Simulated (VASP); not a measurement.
Here is a VASP 6.6.1 calculation.

The input INCAR:

```
PREC = Accurate ; ENCUT = 600
EDIFF = 1E-6 ; ISMEAR = 0
SIGMA = 0.1 ; LREAL = False
LASPH = True ; NELM = 60
ALGO = Normal ; ISIF = 3
LWAVE = False ; LCHARG = False
GGA = PE ; IBRION = 2
NSW = 70 ; EDIFFG = -0.008
PSTRESS = -30.0
```

Contents of KPOINTS:

```
Automatic mesh
0
Gamma
  12 12 12
```

The input POSCAR:

```
TaN
1.0
    5.3137387485      0.0000000000      0.0000000000
   -2.6568693743      4.6018327453      0.0000000000
    0.0000000000      0.0000000000      2.9496548072
Ta N
3 3
Direct
    0.0000000000      0.0000000000      0.0000000000
    0.3333333333      0.6666666667      0.5000000000
    0.6666666667      0.3333333333      0.5000000000
    0.5000000000      0.0000000000      0.0000000000
    0.5000000000      0.5000000000      0.0000000000
    0.0000000000      0.5000000000      0.0000000000
```

Potentials or basis: VASP PAW PBE potentials, release 64 (Ta_pv, N).

Launch:

```console
$ cat potpaw_PBE.64/Ta_pv/POTCAR potpaw_PBE.64/N/POTCAR > POTCAR
$ mpirun -np 1 vasp_std > vasp.out
```

Problem. Predict the space group after relaxing (to 0.1 Å).

Solution. P6/mmm (No. 191).

Problem. What does it give for the band gap on the k mesh?

Solution. Zero (bands 24 and 25 overlap by 2.05 eV).

The path:
| step | energy change (eV) | largest force (eV/Å) | pressure (GPa) | volume (Å³) |
| --- | --- | --- | --- | --- |
| 1 | 0.0000 | 0.0000 | -7.48 | 72.13 |
| 2 | 0.0062 | 0.0000 | 8.12 | 68.67 |
| 3 | -0.0371 | 0.0000 | -3.08 | 71.05 |

Caveat: the cell is relaxed towards a set pressure, so the run minimises the enthalpy, not the energy; spin-orbit coupling is left out, which moves the levels of the heavy elements.
